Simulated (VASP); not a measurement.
FePt:

```
CELL_PARAMETERS angstrom
2.99509 0.00000 0.00000
0.00000 2.99509 0.00000
0.00000 0.00000 2.99509
ATOMIC_POSITIONS crystal
Fe 0.00000 0.00000 0.00000
Pt 0.50000 0.50000 0.50000
```

- Program: VASP 6.6.1
- Task: relaxation of cell and atoms
- Functional: PBE
- Potentials or basis: VASP PAW PBE potentials, release 64 (Fe, Pt)
- Cutoff: 600 eV
- k mesh: 6 × 6 × 6
- Occupations: gaussian, width 0.1 eV
- Spin: collinear spin, ferromagnetic start
- Starting moments: [3.33, 0.42] μB

At the start: pressure 13.9 GPa; volume 13.43 Å³/atom.

Task: How do energy, volume and symmetry change on relaxing?

Result: Over 3 steps the energy falls by 35.4 meV/atom and the volume is 14.34 Å³/atom (+6.7 %); space group Pm-3m (No. 221, to 0.05 Å); moment 3.52 μB per cell.

Step by step:
| step | energy change (eV) | largest force (eV/Å) | pressure (GPa) | volume (Å³) |
| --- | --- | --- | --- | --- |
| 1 | 0.0000 | 0.0000 | 13.91 | 26.87 |
| 2 | 0.0813 | 0.0000 | -14.62 | 31.66 |
| 3 | -0.0707 | 0.0000 | -0.31 | 28.68 |

Final structure:
```yaml
crystal:
  lattice:
    - [3.06101, 0.00000, 0.00000]
    - [0.00000, 3.06101, 0.00000]
    - [0.00000, 0.00000, 3.06101]
  atoms:
    - { symbol: Fe, position: [0.00000, 0.00000, 0.00000] }
    - { symbol: Pt, position: [0.50000, 0.50000, 0.50000] }
```
